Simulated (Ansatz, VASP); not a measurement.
## PbO2 in VASP and in Ansatz

```
Pb O
1.0
     0.00000    2.70387    2.70387
     2.70387    0.00000    2.70387
     2.70387    2.70387    0.00000
Pb O
1 2
Direct
  0.00000 0.00000 0.00000
  0.25000 0.25000 0.25000
  0.75000 0.75000 0.75000
```

Alike in both runs: functional PBE; k mesh 11 × 11 × 11; occupations fermi-dirac, width 0.08 eV; no spin polarisation.

Ansatz relaxed the structure, and its values are those at the end. VASP's run is a single point on that final structure, the one shown.

|  | VASP | Ansatz |
| --- | --- | --- |
| version | VASP 6.6.1 | Ansatz 0.2.0 |
| potentials or method | VASP PAW PBE potentials, release 64 (Pb_d, O) | PAW with Ansatz's default frozen-core files, scalar-relativistic |
| plane-wave cutoff (eV) | 520 | 420 |
| valence electrons in the cell | 26 | 26 |

```tsv
	VASP	Ansatz	Ansatz less VASP
pressure (GPa)	0.2	0.0	-0.20
```

Neither program's run includes spin-orbit coupling.
